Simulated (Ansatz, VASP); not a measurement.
# One calculation of Cu, two programs

```
Cu
1.0
     0.00000    2.51687    2.51687
     2.51687    0.00000    2.51687
     2.51687    2.51687    0.00000
Cu
2
Direct
  0.12500 0.12500 0.12500
  0.87500 0.87500 0.87500
```

Alike in both runs: task relaxation of cell and atoms; functional BLYP; k mesh 11 × 11 × 11; occupations fermi-dirac, width 0.1 eV; no spin polarisation.

|  | VASP | Ansatz |
| --- | --- | --- |
| version | VASP 6.6.1 | Ansatz 0.2.0 |
| potentials or method | VASP PAW PBE potentials, release 64 (Cu), cutoff 600 eV | plane waves (420 eV) with PAW, scalar-relativistic |
| valence electrons in the cell | 22 | 38 |

```csv
,VASP,Ansatz,Ansatz less VASP
relaxed volume (Å³/atom),20.58,20.46,-0.114
relaxed cell length with the largest relative difference (Å),3.875,3.868,-0.0072
```

VASP's potentials were made for PBE, not for BLYP. VASP's potentials hold 22 valence electrons a cell and Ansatz's 38, so a difference there can come from the potentials and not from the codes.

Noted on VASP's run: the volume moved by over 15 % at a fixed basis, so the end points are rough.
